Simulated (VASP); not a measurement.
A run of VASP 6.6.1 is set up as follows.

Contents of INCAR:

```
SYSTEM = P
PREC = Accurate
ENCUT = 520
EDIFF = 1E-7
ISMEAR = -1
SIGMA = 0.05
LREAL = .FALSE.
LASPH = .TRUE.
NELM = 100
ALGO = Normal
ISIF = 2
LWAVE = .FALSE.
LCHARG = .TRUE.
GGA = PE
IVDW = 13
LELF = .TRUE.
LVHAR = .TRUE.
NBANDS = 18
```

Contents of KPOINTS:

```
regular mesh
0
G
  8 8 6
  0 0 0
```

Contents of POSCAR:

```
P
1.0
    1.6607425081     -5.0959186300      0.0000000000
    1.6607425081      5.0959186300      0.0000000000
    0.0000000000      0.0000000000      4.1795335097
P
4
Direct
    0.8936493284      0.1063506716      0.5723042378
    0.1063506716      0.8936493284      0.4276957622
    0.6063506716      0.3936493284      0.0723042378
    0.3936493284      0.6063506716      0.9276957622
```

Potentials or basis: VASP PAW PBE potentials, release 64 (P).

Command:

```bash
$ cat potpaw_PBE.64/P/POTCAR > POTCAR
$ mpirun -np 1 vasp_std > vasp.out
```

Task: Predict the largest force.

Result: 0.063 eV/Å.

Task: Estimate the band gap on the k mesh.

Result: Zero (bands 10 and 11 overlap by 0.23 eV).

Task: What does it give for the pressure?

Result: -0.4 GPa.

Task: Predict the dispersion energy per atom.

Result: -0.417 eV.

Forces in eV/Å, atoms in the order of the input:
```
P    0.000 -0.043  0.046
P    0.000  0.043 -0.046
P    0.000  0.043  0.046
P    0.000 -0.043 -0.046
```
